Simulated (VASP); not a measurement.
# Ge (Pm-3m) in VASP: further runs

The runs below take Ge through single point, with LDA.

Program: VASP 6.6.1. These are calculated values, not measurements. Logs are shortened: lines on timing, memory, paths and dates and some standing lists are left out, and cuts for length are marked.

## Step 1: The cell of the first run

It takes space group Pm-3m (No. 221, cubic). The conventional cell has a = 2.647 Å, b = 2.647 Å, c = 2.647 Å, α = 90.00°, β = 90.00°, γ = 90.00°. Ge (site symmetry m-3m) has 6 Ge at 2.65 Å within 3.5 Å.

## Step 2: Single point, LDA

Input file INCAR:

```
PREC = Accurate ; ENCUT = 520
EDIFF = 1E-6 ; ISMEAR = -1
SIGMA = 0.1 ; LREAL = False
LASPH = True ; NELM = 60
ALGO = Normal ; ISIF = 2
LWAVE = False ; LCHARG = True
LELF = True ; LVHAR = True
NBANDS = 13
```

Input file KPOINTS:

```
regular mesh
0
Gamma
  11 11 11
```

Input file POSCAR:

```
Ge
1.0
    2.6466420240      0.0000000000      0.0000000000
    0.0000000000      2.6466420240      0.0000000000
    0.0000000000      0.0000000000      2.6466420240
Ge
1
Direct
    0.0000000000      0.0000000000      0.0000000000
```

Potentials or basis: VASP PAW LDA potentials, release 64 (Ge_d).

On the command line:

```
cat potpaw_LDA.64/Ge_d/POTCAR > POTCAR
mpirun -np 1 vasp_std > vasp.out
```

OUTCAR:

```text
PREC = Accurate
   ENCUT = 520
   EDIFF = 1E-6
   ISMEAR = -1
   LREAL = False
   LASPH = True
   NELM = 60
   ISIF = 2

 ion  position               nearest neighbor table
   1  0.000  0.000  0.000-

  LATTYP: Found a simple cubic cell.
 ALAT       =     2.6466420240

  Lattice vectors:

 A1 = (   2.6466420240,   0.0000000000,   0.0000000000)
 A2 = (   0.0000000000,   2.6466420240,   0.0000000000)
 A3 = (   0.0000000000,   0.0000000000,   2.6466420240)

Analysis of symmetry for initial positions (statically):
=====================================================================
 Subroutine PRICEL returns:
 Original cell was already a primitive cell.

 Routine SETGRP: Setting up the symmetry group for a
 simple cubic supercell.

 Subroutine GETGRP returns: Found 48 space group operations
[... 9 lines left out ...]

 Routine SETGRP: Setting up the symmetry group for a
 simple cubic supercell.

 Subroutine GETGRP returns: Found 48 space group operations
[... 11 lines left out ...]
                                     Primitive cell

  volume of cell :      18.5390

  direct lattice vectors                    reciprocal lattice vectors
     2.646642024  0.000000000  0.000000000     0.377837271  0.000000000  0.000000000
     0.000000000  2.646642024  0.000000000     0.000000000  0.377837271  0.000000000
     0.000000000  0.000000000  2.646642024     0.000000000  0.000000000  0.377837271

  length of vectors
     2.646642024  2.646642024  2.646642024     0.377837271  0.377837271  0.377837271

  position of ions in fractional coordinates (direct lattice)
     0.000000000  0.000000000  0.000000000

  ion indices of the primitive-cell ions
   primitive index   ion index
                 1           1

----------------------------------------------------------------------------------------

 KPOINTS: regular mesh

Automatic generation of k-mesh.
 Grid dimensions read from file:
 generate k-points for:   11   11   11

 Generating k-lattice:

  Cartesian coordinates                     Fractional coordinates (reciprocal lattice)
     0.034348843  0.000000000  0.000000000     0.090909091  0.000000000  0.000000000
     0.000000000  0.034348843  0.000000000     0.000000000  0.090909091  0.000000000
     0.000000000  0.000000000  0.034348843     0.000000000  0.000000000  0.090909091

  Length of vectors
     0.034348843  0.034348843  0.034348843

  Shift w.r.t. Gamma in fractional coordinates (k-lattice)
     0.000000000  0.000000000  0.000000000

 Subroutine IBZKPT returns following result:
 ===========================================

 Found     56 irreducible k-points:

 Following reciprocal coordinates:
            Coordinates               Weight
  0.000000  0.000000  0.000000      1.000000
  0.090909  0.000000  0.000000      6.000000
  0.181818  0.000000  0.000000      6.000000
  0.272727  0.000000  0.000000      6.000000
  0.363636  0.000000  0.000000      6.000000
  0.454545  0.000000  0.000000      6.000000
[... 16 lines left out ...]
  0.181818  0.090909  0.090909     24.000000
  0.272727  0.090909  0.090909     24.000000
 [... further k-points ...]
   k-points           NKPTS =     56   k-points in BZ     NKDIM =     56   number of bands    NBANDS=     13
   number of dos      NEDOS =    301   number of ions     NIONS =      1
   total plane-waves  NPLWV =   8000
   dimension x,y,z NGX =    20 NGY =   20 NGZ =   20
   dimension x,y,z NGXF=    40 NGYF=   40 NGZF=   40
   ions per type =               1
   NGX,Y,Z   is equivalent  to a cutoff of  12.56, 12.56, 12.56 a.u.
   NGXF,Y,Z  is equivalent  to a cutoff of  25.13, 25.13, 25.13 a.u.
 SYSTEM =  unknown system
   PREC   = accura    normal or accurate (medium, high low for compatibility)
   ISTART =      0    job   : 0-new  1-cont  2-samecut
   ICHARG =      2    charge: 1-file 2-atom 10-const
   ISPIN  =      1    spin polarized calculation?
   LNONCOLLINEAR =      F non collinear calculations
   LSORBIT =      F    spin-orbit coupling
   LASPH  =      T    aspherical Exc in radial PAW
   ENCUT  =  520.0 eV  38.22 Ry    6.18 a.u.   4.92  4.92  4.92*2*pi/ulx,y,z
   NELM   =     60;   NELMIN=  2; NELMDL= -5     # of ELM steps
   EDIFF  = 0.1E-05   stopping-criterion for ELM
   LREAL  =      F    real-space projection
   EDIFFG = 0.1E-04   stopping-criterion for IOM
   NSW    =      0    number of steps for IOM
   IBRION =     -1    ionic relax: 0-MD 1-quasi-New 2-CG
   NFREE  =      0    steps in history (QN), initial steepest desc. (CG)
   ISIF   =      2    stress and relaxation
   ISYM   =      2    0-nonsym 1-usesym 2-fastsym
   POTIM  = 0.5000    time-step for ionic-motion
   TEBEG  =    0.0;   TEEND  =   0.0 temperature during run
   PSTRESS=    0.0 pullay stress
   NELECT =      14.0000    total number of electrons
   NUPDOWN=      -1.0000    fix difference up-down
   EMIN   =  10.00;   EMAX   =-10.00  energy-range for DOS
   EFERMI =   0.00;   METHOD = LEGACY
   ISMEAR =    -1;   SIGMA  =   0.10  broadening in eV -4-tet -1-fermi 0-gaus
   EFERMI_NEDOS =   21; number of points for ismear=-14 and -15
   IALGO  =     38    algorithm
   IMIX   =      4    mixing-type and parameters
     AMIX     =   0.40;   BMIX     =  1.00
     AMIX_MAG =   1.60;   BMIX_MAG =  1.00
  volume/ion in A,a.u.               =      18.54       125.11
  Fermi-wavevector in a.u.,A,eV,Ry     =   1.490810  2.817222 30.239146  2.222515
  Thomas-Fermi vector in A             =   2.603545
   LORBIT       =      0    0 simple, 1 ext, 2 COOP (PROOUT), +10 PAW based schemes
   GGA     = CA    functional components
   LHFCALC =     F    Hartree Fock is set to
   AEXX    =    0.0000 exact exchange contribution
   IVDW    =     0    specifies the selected vdW correction
   LEPSILON=     F    determine dielectric tensor
   LRPA    =     F    only Hartree local field effects (RPA)
 non-spin polarized calculation
  energy-cutoff  :      520.00
  volume of cell :       18.54
 maximum number of plane-waves:       513
 NGX is ok and might be reduce to    20
   NGX =  9   NGY =  9   NGZ =  9

 number of electron      14.0000004 magnetization

 Free energy of the ion-electron system (eV)
  ---------------------------------------------------
  ext. energy  EPLUGINS =         0.00000000
  ---------------------------------------------------
  free energy    TOTEN  =        -4.99382617 eV

  energy without entropy =       -4.97538706  energy(sigma->0) =       -4.98460661

 E-fermi :   6.2572     XC(G=0): -11.5594

 val. band max:        6.2374907007   @ k =   0.2727   0.2727   0.0909
 cond. band min:       6.3471473834   @ k =   0.4545   0.4545   0.3636
 fundamental gap:      0.1096566827
 Fermi energy:         6.2571866949

 k-point     1 :       0.0000    0.0000    0.0000
  band No.  band energies     occupation
      1     -18.4200      2.00000
      2     -18.4200      2.00000
      3     -18.1200      2.00000
      4     -18.1200      2.00000
      5     -18.1200      2.00000
      6      -6.9205      2.00000
      7      13.3096      0.00000
      8      13.3096      0.00000
      9      13.3096      0.00000
     10      16.8060      0.00000
     11      16.8060      0.00000
     12      19.5490      0.00000
     13      36.0188      0.00000

 k-point     2 :       0.0909    0.0000    0.0000
  band No.  band energies     occupation
      1     -18.4186      2.00000
      2     -18.4016      2.00000
      3     -18.1262      2.00000
      4     -18.1262      2.00000
      5     -18.1195      2.00000
      6      -6.7496      2.00000
      7      11.1507      0.00000
      8      13.4757      0.00000
      9      13.4757      0.00000
     10      16.9564      0.00000
     11      18.2490      0.00000
     12      20.6952      0.00000
     13      33.0276      0.00000

 k-point     3 :       0.1818    0.0000    0.0000
  band No.  band energies     occupation
      1     -18.4150      2.00000
      2     -18.3524      2.00000
      3     -18.1430      2.00000
      4     -18.1430      2.00000
      5     -18.1181      2.00000
      6      -6.2384      2.00000
      7       8.0409      0.00000
      8      13.9598      0.00000
      9      13.9598      0.00000
     10      17.4047      0.00000
     11      19.1269      0.00000
     12      24.1509      0.00000
     13      29.8580      0.00000

 k-point     4 :       0.2727    0.0000    0.0000
  band No.  band energies     occupation
      1     -18.4102      2.00000
      2     -18.2883      2.00000
      3     -18.1649      2.00000
      4     -18.1649      2.00000
      5     -18.1162      2.00000
      6      -5.3972      2.00000
      7       5.1257      1.99998
      8      14.7104      0.00000
      9      14.7104      0.00000
     10      18.1367      0.00000
     11      19.9181      0.00000
     12      27.0930      0.00000
     13      27.0946      0.00000

 k-point     5 :       0.3636    0.0000    0.0000
  band No.  band energies     occupation
      1     -18.4058      2.00000
      2     -18.2298      2.00000
      3     -18.1850      2.00000
      4     -18.1850      2.00000
      5     -18.1145      2.00000
      6      -4.2740      2.00000
      7       2.5872      2.00000
      8      15.5963      0.00000
      9      15.5963      0.00000
     10      19.0989      0.00000
     11      20.8965      0.00000
     12      24.8670      0.00000
     13      24.8670      0.00000

 k-point     6 :       0.4545    0.0000    0.0000
  band No.  band energies     occupation
      1     -18.4032      2.00000
      2     -18.1969      2.00000
      3     -18.1969      2.00000
      4     -18.1952      2.00000
      5     -18.1135      2.00000
      6      -3.1293      2.00000
      7       0.7270      2.00000
      8      16.2949      0.00000
      9      16.2949      0.00000
     10      20.0390      0.00000
     11      21.8996      0.00000
     12      23.4996      0.00000
     13      23.4996      0.00000

 k-point     7 :       0.0909    0.0909    0.0000
  band No.  band energies     occupation
      1     -18.4088      2.00000
      2     -18.3915      2.00000
      3     -18.1328      2.00000
      4     -18.1260      2.00000
      5     -18.1254      2.00000
      6      -6.5787      2.00000
      7      11.0755      0.00000
      8      11.5833      0.00000
      9      13.6418      0.00000
     10      17.7184      0.00000
     11      19.6696      0.00000
     12      21.1999      0.00000
     13      30.1034      0.00000
[... 193 lines left out ...]
 k-point    20 :       0.4545    0.3636    0.0000
  band No.  band energies     occupation
      1     -18.3056      2.00000
      2     -18.2924      2.00000
      3     -18.1888      2.00000
      4     -18.1759      2.00000
      5     -18.0715      2.00000
      6      -0.4739      2.00000
      7       3.0915      2.00000
      8       5.9612      1.90147
      9      11.3756      0.00000
     10      18.5770      0.00000
     11      24.1927      0.00000
     12      25.8740      0.00000
     13      25.9301      0.00000

 k-point    21 :       0.4545    0.4545    0.0000
  band No.  band energies     occupation
      1     -18.3098      2.00000
      2     -18.2961      2.00000
      3     -18.1874      2.00000
      4     -18.1873      2.00000
      5     -18.0403      2.00000
      6       0.7789      2.00000
      7       3.7640      2.00000
      8       4.1080      2.00000
      9       9.9158      0.00000
     10      19.2550      0.00000
     11      25.4805      0.00000
     12      26.5285      0.00000
     13      26.8045      0.00000

 k-point    22 :       0.0909    0.0909    0.0909
  band No.  band energies     occupation
      1     -18.3902      2.00000
      2     -18.3902      2.00000
      3     -18.1329      2.00000
      4     -18.1318      2.00000
      5     -18.1318      2.00000
      6      -6.4079      2.00000
      7      11.2382      0.00000
      8      11.2382      0.00000
      9      12.0604      0.00000
     10      19.8225      0.00000
     11      19.8225      0.00000
     12      21.5658      0.00000
     13      29.9672      0.00000

 k-point    23 :       0.1818    0.0909    0.0909
  band No.  band energies     occupation
      1     -18.3867      2.00000
      2     -18.3403      2.00000
      3     -18.1501      2.00000
      4     -18.1491      2.00000
      5     -18.1306      2.00000
      6      -5.8972      2.00000
      7       8.3417      0.00000
      8      11.7148      0.00000
      9      12.3617      0.00000
     10      20.2728      0.00000
     11      21.1986      0.00000
     12      24.1199      0.00000
     13      26.8180      0.00000

 k-point    24 :       0.2727    0.0909    0.0909
  band No.  band energies     occupation
      1     -18.3821      2.00000
      2     -18.2753      2.00000
      3     -18.1729      2.00000
      4     -18.1716      2.00000
      5     -18.1287      2.00000
      6      -5.0570      2.00000
      7       5.4469      1.99939
      8      12.4622      0.00000
      9      13.1423      0.00000
     10      20.9799      0.00000
     11      21.4235      0.00000
     12      24.0904      0.00000
     13      24.9118      0.00000

 [... further k-points ...]
[... 5 lines left out ...]
  --------------------------------------------------------------------------------------
  -------------------------------------------------------------------------------------
  Total        0.0055832      0.0055832      0.0055832      0.0000000      0.0000000      0.0000000
  in kB        0.4825161      0.4825161      0.4825161      0.0000000      0.0000000      0.0000000
  external PRESSURE =       0.4825161 kB  Pullay stress =       0.0000000 kB

 VOLUME and BASIS-vectors are now :
 -----------------------------------------------------------------------------
  energy-cutoff  :      520.00
  volume of cell :       18.54
      direct lattice vectors                 reciprocal lattice vectors
     2.646642024  0.000000000  0.000000000     0.377837271  0.000000000  0.000000000
     0.000000000  2.646642024  0.000000000     0.000000000  0.377837271  0.000000000
     0.000000000  0.000000000  2.646642024     0.000000000  0.000000000  0.377837271

 POSITION                                       TOTAL-FORCE (eV/Angst)
 -----------------------------------------------------------------------------------
      0.00000      0.00000      0.00000         0.000000      0.000000      0.000000
 -----------------------------------------------------------------------------------
    total drift:                               -0.000000      0.000000      0.000000

  FREE ENERGIE OF THE ION-ELECTRON SYSTEM (eV)
  ---------------------------------------------------
  free  energy   TOTEN  =        -4.9938261709 eV

  energy  without entropy=       -4.9753870553  energy(sigma->0) =       -4.98460661
```

It took 7 s on 1 thread of Intel Xeon 6975P-C, shared host; peak memory 0.12 GiB.

What came out:

```yaml
Free_energy: -4.9938 eV
Pressure: 0.0 GPa
Band_gap_on_the_k_mesh: zero (band 7 reaches 13.31 eV, above the bottom of band 8 at 4.11 eV)
```

(Continued in part 2 of 2.)
